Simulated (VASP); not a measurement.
# ReCl (P6_3mc) in VASP: further runs

Runs on ReCl. Level: PBE. Tasks: single point, relaxation of cell and atoms.

All numbers are computed with VASP 6.6.1; they aren't measurements. Logs are shortened: lines on timing, memory, paths and dates and some standing lists are left out, and cuts for length are marked.

### Step 1. The cell of the first run

Symmetry: P6_3mc, No. 186, hexagonal system. Conventional cell: a = 2.796 Å, b = 2.796 Å, c = 13.997 Å, α = 90.00°, β = 90.00°, γ = 120.00°. Re (site symmetry 3m) has 1 Cl at 2.16 Å and 6 Re at 2.80 Å within 2.9 Å. Within 2.9 Å of Cl (site symmetry 3m) lie 1 Re at 2.16 Å and 6 Cl at 2.80 Å.

### Step 2. Single point, PBE

INCAR reads:

```
ALGO = Normal
EDIFF = 1E-6
ENCUT = 520
GGA = PE
ISIF = 2
ISMEAR = 0
LASPH = True
LCHARG = False
LREAL = False
LWAVE = False
NBANDS = 22
NELM = 60
PREC = Accurate
SIGMA = 0.1
```

KPOINTS reads:

```
k-points
0
Gamma
  18 18 6
```

POSCAR reads:

```
ReCl
1.0
    2.7957999539      0.0000000000      0.0000000000
   -1.3978999769      2.4212337840      0.0000000000
    0.0000000000      0.0000000000     13.9968392422
Re Cl
2 2
Direct
    0.3333333333      0.6666666667      0.1137971549
    0.6666666667      0.3333333333      0.6137971549
    0.3333333333      0.6666666667      0.2683028451
    0.6666666667      0.3333333333      0.7683028451
```

Potentials or basis: VASP PAW PBE potentials, release 64 (Re, Cl).

Run with:

```
$ cat potpaw_PBE.64/Re/POTCAR potpaw_PBE.64/Cl/POTCAR > POTCAR
$ mpirun -np 1 vasp_std > vasp.out
```

OUTCAR:

```text
EDIFF = 1E-6
   ENCUT = 520
   GGA = PE
   ISIF = 2
   ISMEAR = 0
   LASPH = True
   LREAL = False
   NELM = 60
   PREC = Accurate

 ion  position               nearest neighbor table
   1  0.333  0.667  0.114-   3 2.16
   2  0.667  0.333  0.614-   4 2.16
   3  0.333  0.667  0.268-   1 2.16
   4  0.667  0.333  0.768-   2 2.16

  LATTYP: Found a hexagonal cell.
 ALAT       =     2.7957999539
 C/A-ratio  =     5.0063808116

  Lattice vectors:

 A1 = (   2.7957999539,   0.0000000000,   0.0000000000)
 A2 = (  -1.3978999769,   2.4212337840,   0.0000000000)
 A3 = (   0.0000000000,   0.0000000000,  13.9968392422)

Analysis of symmetry for initial positions (statically):
=====================================================================
 Subroutine PRICEL returns:
 Original cell was already a primitive cell.

 Routine SETGRP: Setting up the symmetry group for a
 hexagonal supercell.

 Subroutine GETGRP returns: Found 12 space group operations
 (whereof  6 operations were pure point group operations)
 out of a pool of 24 trial point group operations.

The static configuration has the point symmetry C_3v.
 The point group associated with its full space group is C_6v.

Analysis of symmetry for dynamics (positions and initial velocities):
=====================================================================
 Subroutine PRICEL returns:
 Original cell was already a primitive cell.

 Routine SETGRP: Setting up the symmetry group for a
 hexagonal supercell.

 Subroutine GETGRP returns: Found 12 space group operations
 (whereof  6 operations were pure point group operations)
 out of a pool of 24 trial point group operations.

The dynamic configuration has the point symmetry C_3v.
 The point group associated with its full space group is C_6v.

 Subroutine INISYM returns: Found 12 space group operations
 (whereof  6 operations are pure point group operations),
 and found     1 'primitive' translations

----------------------------------------------------------------------------------------

                                     Primitive cell

  volume of cell :      94.7486

[... 86 lines left out ...]
   ISPIN  =      1    spin polarized calculation?
   LNONCOLLINEAR =      F non collinear calculations
   LSORBIT =      F    spin-orbit coupling
   LASPH  =      T    aspherical Exc in radial PAW
   ENCUT  =  520.0 eV  38.22 Ry    6.18 a.u.   5.20  5.20 26.02*2*pi/ulx,y,z
   NELM   =     60;   NELMIN=  2; NELMDL= -5     # of ELM steps
   EDIFF  = 0.1E-05   stopping-criterion for ELM
   LREAL  =      F    real-space projection
   EDIFFG = 0.1E-04   stopping-criterion for IOM
   NSW    =      0    number of steps for IOM
   IBRION =     -1    ionic relax: 0-MD 1-quasi-New 2-CG
   NFREE  =      0    steps in history (QN), initial steepest desc. (CG)
   ISIF   =      2    stress and relaxation
   ISYM   =      2    0-nonsym 1-usesym 2-fastsym
   POTIM  = 0.5000    time-step for ionic-motion
   TEBEG  =    0.0;   TEEND  =   0.0 temperature during run
   PSTRESS=    0.0 pullay stress
   NELECT =      28.0000    total number of electrons
   NUPDOWN=      -1.0000    fix difference up-down
   EMIN   =  10.00;   EMAX   =-10.00  energy-range for DOS
   EFERMI =   0.00;   METHOD = LEGACY
   ISMEAR =     0;   SIGMA  =   0.10  broadening in eV -4-tet -1-fermi 0-gaus
   EFERMI_NEDOS =   21; number of points for ismear=-14 and -15
   IALGO  =     38    algorithm
   IMIX   =      4    mixing-type and parameters
     AMIX     =   0.40;   BMIX     =  1.00
     AMIX_MAG =   1.60;   BMIX_MAG =  1.00
  volume/ion in A,a.u.               =      23.69       159.85
  Fermi-wavevector in a.u.,A,eV,Ry     =   1.090444  2.060640 16.178245  1.189067
  Thomas-Fermi vector in A             =   2.226668
   LORBIT       =      0    0 simple, 1 ext, 2 COOP (PROOUT), +10 PAW based schemes
   GGA     = PE    functional components
   LHFCALC =     F    Hartree Fock is set to
   AEXX    =    0.0000 exact exchange contribution
   IVDW    =     0    specifies the selected vdW correction
   LEPSILON=     F    determine dielectric tensor
   LRPA    =     F    only Hartree local field effects (RPA)
 non-spin polarized calculation
 Gauss-broadening in eV      SIGMA  =   0.10
  energy-cutoff  :      520.00
  volume of cell :       94.75
 maximum number of plane-waves:      2576
 NGX is ok and might be reduce to    24
   NGX = 11   NGY = 11   NGZ = 53

 number of electron      28.0000002 magnetization

 Free energy of the ion-electron system (eV)
  ---------------------------------------------------
  ext. energy  EPLUGINS =         0.00000000
  ---------------------------------------------------
  free energy    TOTEN  =       -25.47115077 eV

  energy without entropy =      -25.46170007  energy(sigma->0) =      -25.46642542

 E-fermi :   3.1495     XC(G=0):  -9.4013

 val. band max:        3.1246664915   @ k =   0.1667   0.0000   0.0000
 cond. band min:       3.2408842865   @ k =   0.2778   0.2222   0.0000
 fundamental gap:      0.1162177950
 Fermi energy:         3.1495209585

 k-point     1 :       0.0000    0.0000    0.0000
  band No.  band energies     occupation
      1     -14.7082      2.00000
      2     -14.7061      2.00000
      3      -4.3542      2.00000
      4      -4.2463      2.00000
      5      -2.8242      2.00000
      6      -2.7810      2.00000
[... 589 lines left out ...]
     21      10.5699      0.00000
     22      11.1434      0.00000

 [... further k-points ...]

------------------------ aborting loop because EDIFF is reached ----------------------------------------

  FORCE on cell =-STRESS in cart. coord.  units (eV):
  Direction    XX          YY          ZZ          XY          YZ          ZX
  --------------------------------------------------------------------------------------
  -------------------------------------------------------------------------------------
  Total       -0.2343590     -0.2343590      0.5242245     -0.0000000      0.0000000      0.0000000
  in kB       -3.9629573     -3.9629573      8.8645180     -0.0000000      0.0000000      0.0000000
  external PRESSURE =       0.3128678 kB  Pullay stress =       0.0000000 kB

 VOLUME and BASIS-vectors are now :
 -----------------------------------------------------------------------------
  energy-cutoff  :      520.00
  volume of cell :       94.75
      direct lattice vectors                 reciprocal lattice vectors
     2.795799954  0.000000000  0.000000000     0.357679382  0.206506288  0.000000000
    -1.397899977  2.421233784  0.000000000     0.000000000  0.413012575  0.000000000
     0.000000000  0.000000000 13.996839242     0.000000000  0.000000000  0.071444701

 POSITION                                       TOTAL-FORCE (eV/Angst)
 -----------------------------------------------------------------------------------
     -0.00000      1.61416      1.59280         0.000000      0.000000     -0.130877
      1.39790      0.80708      8.59122        -0.000000      0.000000     -0.130877
     -0.00000      1.61416      3.75539         0.000000     -0.000000      0.130877
      1.39790      0.80708     10.75381        -0.000000      0.000000      0.130877
 -----------------------------------------------------------------------------------
    total drift:                               -0.000000      0.000000     -0.001336

  FREE ENERGIE OF THE ION-ELECTRON SYSTEM (eV)
  ---------------------------------------------------
  free  energy   TOTEN  =       -25.4711507672 eV

  energy  without entropy=      -25.4617000713  energy(sigma->0) =      -25.46642542
```

Wall time 2.6 min (1 thread of Intel Xeon 6975P-C (Granite Rapids), shared host); peak memory 0.42 GiB.

What came out:

| Quantity | Value |
| --- | --- |
| Free energy | -25.4712 eV |
| Pressure | 0.0 GPa |
| Largest force | 0.131 eV/Å |
| Band gap on the k mesh | zero (bands 14 and 15 overlap by 2.29 eV) |

Forces on the atoms (eV/Å):
```
Re   0.000  0.000 -0.131
Re   0.000  0.000 -0.131
Cl   0.000  0.000  0.131
Cl   0.000  0.000  0.131
```

Levels at points of the mesh, in eV from the Fermi level:
```
           k point  band 11  band 12  band 13  band 14  band 15  band 16  band 17  band 18
(0.00, 0.00, 0.00)    -0.97    -0.81    -0.81    -0.81    -0.81    -0.62     2.20     2.20
(0.50, 0.00, 0.00)    -2.33    -2.33     1.21     1.22     2.16     2.31     2.33     2.42
(0.00, 0.00, 0.50)    -0.92    -0.92    -0.81    -0.81    -0.81    -0.81     2.20     2.20
(0.50, 0.00, 0.50)    -2.33    -2.33     1.21     1.21     2.18     2.18     2.43     2.43
```

Caveat: spin-orbit coupling is left out, which moves the levels of the heavy elements.

### Step 3. Relaxation of cell and atoms, PBE

This run uses another cell than the first one, of 15.60 Å³/atom.

INCAR reads:

```
SYSTEM = ReCl
PREC = Accurate
ENCUT = 600
EDIFF = 1E-7
ISMEAR = 0
SIGMA = 0.1
LREAL = .False.
LASPH = .True.
NELM = 100
ALGO = Normal
ISIF = 3
LWAVE = .False.
LCHARG = .False.
GGA = PE
IBRION = 2
NSW = 100
EDIFFG = -0.01
```

KPOINTS reads:

```
Automatic mesh
0
Gamma
  18 18 6
  0 0 0
```

POSCAR reads:

```
ReCl
1.0
    2.9386201824      0.0000000000      0.0000000000
   -1.4693100912      2.5449197300      0.0000000000
    0.0000000000      0.0000000000      8.3416303471
Re Cl
2 2
Direct
    0.3333333333      0.6666666667      0.0542664869
    0.6666666667      0.3333333333      0.5542664869
    0.3333333333      0.6666666667      0.3278335131
    0.6666666667      0.3333333333      0.8278335131
```

Potentials or basis: VASP PAW PBE potentials, release 64 (Re, Cl).

Run with:

```
$ cat potpaw_PBE.64/Re/POTCAR potpaw_PBE.64/Cl/POTCAR > POTCAR
$ mpirun -np 1 vasp_std > vasp.out
```

OUTCAR:

```text
SYSTEM = ReCl
   PREC = Accurate
   ENCUT = 600
   EDIFF = 1E-7
   ISMEAR = 0
   LREAL = .False.
   LASPH = .True.
   NELM = 100
   ISIF = 3
   GGA = PE
   IBRION = 2
   NSW = 100
   EDIFFG = -0.01

 ion  position               nearest neighbor table
   1  0.333  0.667  0.054-   3 2.28   4 2.54   4 2.54   4 2.54
   2  0.667  0.333  0.554-   4 2.28   3 2.54   3 2.54   3 2.54
   3  0.333  0.667  0.328-   1 2.28   2 2.54   2 2.54   2 2.54
   4  0.667  0.333  0.828-   2 2.28   1 2.54   1 2.54   1 2.54

  LATTYP: Found a hexagonal cell.
 ALAT       =     2.9386201824
 C/A-ratio  =     2.8386214718

  Lattice vectors:

 A1 = (   2.9386201824,   0.0000000000,   0.0000000000)
 A2 = (  -1.4693100912,   2.5449197300,   0.0000000000)
 A3 = (   0.0000000000,   0.0000000000,   8.3416303471)

Analysis of symmetry for initial positions (statically):
=====================================================================
 Subroutine PRICEL returns:
 Original cell was already a primitive cell.

 Routine SETGRP: Setting up the symmetry group for a
 hexagonal supercell.

 Subroutine GETGRP returns: Found 12 space group operations
 (whereof  6 operations were pure point group operations)
 out of a pool of 24 trial point group operations.

[... 179 lines left out ...]
  in kB        1.1594839      1.1594839     20.0634950     -0.0000000      0.0000000      0.0000000
  external PRESSURE =       7.4608209 kB  Pullay stress =       0.0000000 kB
[... 95 lines left out ...]
  FREE ENERGIE OF THE ION-ELECTRON SYSTEM (eV)
  ---------------------------------------------------
  free  energy   TOTEN  =       -24.8114708757 eV

  energy  without entropy=      -24.7982785547  energy(sigma->0) =      -24.80487472

 E-fermi :   4.6123     XC(G=0): -10.5706

 val. band max:        4.6120722269   @ k =   0.2778   0.2222   0.1667
 cond. band min:       4.6314559399   @ k =   0.2778   0.2222   0.3333
 fundamental gap:      0.0193837130
 Fermi energy:         4.6123183863

 k-point     1 :       0.0000    0.0000    0.0000
  band No.  band energies     occupation
      1     -13.2631      2.00000
      2     -13.2383      2.00000
      3      -3.1778      2.00000
      4      -2.5840      2.00000
      5      -1.4852      2.00000
      6      -1.2534      2.00000
[... 493 lines left out ...]
     17       6.5564      0.00000
     18       7.1337      0.00000

 [... further k-points ...]

[... ionic steps 4 to 49 ...]

--------------------------------------- Ionic step       50  -------------------------------------------

 number of electron      27.9999998 magnetization

------------------------ aborting loop because EDIFF is reached ----------------------------------------
[... 71 lines left out ...]
--------------------------------------- Ionic step       52  -------------------------------------------

 number of electron      27.9999999 magnetization

 Free energy of the ion-electron system (eV)
  ---------------------------------------------------
  ext. energy  EPLUGINS =         0.00000000
  ---------------------------------------------------
  free energy    TOTEN  =       -25.43650419 eV

  energy without entropy =      -25.42608251  energy(sigma->0) =      -25.43129335

 E-fermi :   4.0451     XC(G=0): -10.1596

 val. band max:        4.0295948316   @ k =   0.3333   0.0556   0.0000
 cond. band min:       4.1079815011   @ k =   0.2778   0.2222   0.0000
 fundamental gap:      0.0783866695
 Fermi energy:         4.0450780754

 k-point     1 :       0.0000    0.0000    0.0000
  band No.  band energies     occupation
      1     -13.8089      2.00000
      2     -13.7985      2.00000
      3      -3.5825      2.00000
      4      -3.2550      2.00000
      5      -1.9811      2.00000
      6      -1.8567      2.00000
[... 526 lines left out ...]
  FREE ENERGIE OF THE ION-ELECTRON SYSTEM (eV)
  ---------------------------------------------------
  free  energy   TOTEN  =       -25.4365041907 eV

  energy  without entropy=      -25.4260825106  energy(sigma->0) =      -25.43129335

 reached required accuracy - stopping structural energy minimisation
```

OSZICAR:

```text
N       E                     dE             d eps       ncg     rms          rms(c)
DAV:   1     0.157884263281E+03    0.15788E+03   -0.14903E+04 10160   0.191E+03
DAV:   2    -0.593756478505E+01   -0.16382E+03   -0.15764E+03 10092   0.442E+02
DAV:   3    -0.244305592465E+02   -0.18493E+02   -0.16714E+02  9828   0.272E+02
[... 548 lines left out ...]
DAV:   3    -0.254365093242E+02    0.65420E-04   -0.16134E-04  9394   0.181E-01    0.279E-02
DAV:   4    -0.254365072246E+02    0.20995E-05   -0.10469E-05  9568   0.355E-02    0.987E-03
DAV:   5    -0.254365046324E+02    0.25923E-05   -0.87950E-06  9790   0.481E-02    0.728E-03
DAV:   6    -0.254365042288E+02    0.40355E-06   -0.14360E-06  7762   0.149E-02    0.152E-03
DAV:   7    -0.254365041907E+02    0.38161E-07   -0.15937E-07  3956   0.535E-03
  52 F= -.25436504E+02 E0= -.25431293E+02  d E =-.447832E-04
```

It took 41 min on 1 thread of Intel Xeon 6975P-C (Granite Rapids), shared host; peak memory 0.41 GiB.

What came out:

* Free energy: -25.4365 eV
* Relaxed volume: 21.32 Å³/atom
* Relaxed cell: a = 2.794 Å, b = 2.794 Å, c = 12.615 Å, α = 90.00°, β = 90.00°, γ = 120.00°
* Space group after relaxing (to 0.1 Å): P6_3mc (No. 186)
* Energy gained by relaxing: 157.0 meV/atom
* Ionic steps: 52
* Pressure after relaxing: 0.0 GPa
* Band gap on the k mesh: zero (bands 14 and 15 overlap by 2.32 eV)

Step by step:
```csv
step,energy change (eV),largest force (eV/Å),pressure (GPa),volume (Å³)
1,0.0000,0.0579,0.75,62.38
3,-0.0030,0.1196,-0.67,62.87
5,-0.0121,0.0775,1.07,62.46
7,0.0675,0.4132,16.16,60.21
9,-0.0277,0.2402,7.78,61.37
11,-0.0284,0.2452,7.88,61.37
13,-0.0311,0.2692,8.34,61.35
15,-0.0330,0.3878,10.51,61.27
17,-0.0670,0.4886,10.31,61.71
19,-0.1825,0.6610,10.98,63.61
21,-0.2065,0.4272,13.10,64.60
23,-0.5426,0.0994,4.20,72.18
25,-0.5483,1.0351,2.91,76.51
27,-0.6015,0.0272,-1.68,79.73
29,-0.6117,0.1402,-0.24,78.97
31,-0.6124,0.0415,0.25,78.83
33,-0.6127,0.0268,0.24,78.90
35,-0.6144,0.0103,-0.16,79.62
37,-0.6146,0.0347,-0.38,80.05
39,-0.6152,0.0209,-0.42,80.17
41,-0.6172,0.0347,-0.59,80.68
43,-0.6209,0.2356,-1.10,82.73
45,-0.6240,0.1829,-0.73,83.28
47,-0.6246,0.1511,1.19,85.70
49,-0.6277,0.0016,0.24,84.68
51,-0.6279,0.0288,0.09,85.17
52,-0.6280,0.0008,-0.02,85.28
```

Final structure:
```
Re Cl
1.0
     2.79397    0.00000    0.00000
    -1.39698    2.41965    0.00000
     0.00000    0.00000   12.61488
Re Cl
2 2
Direct
  0.33333 0.66667 0.10513
  0.66667 0.33333 0.60513
  0.33333 0.66667 0.27697
  0.66667 0.33333 0.77697
```

Caveat: the volume moved by over 15 % at a fixed basis, so the end points are rough; spin-orbit coupling is left out, which moves the levels of the heavy elements.

The gap in the log of VASP goes by the Fermi energy; the results here count the filled bands.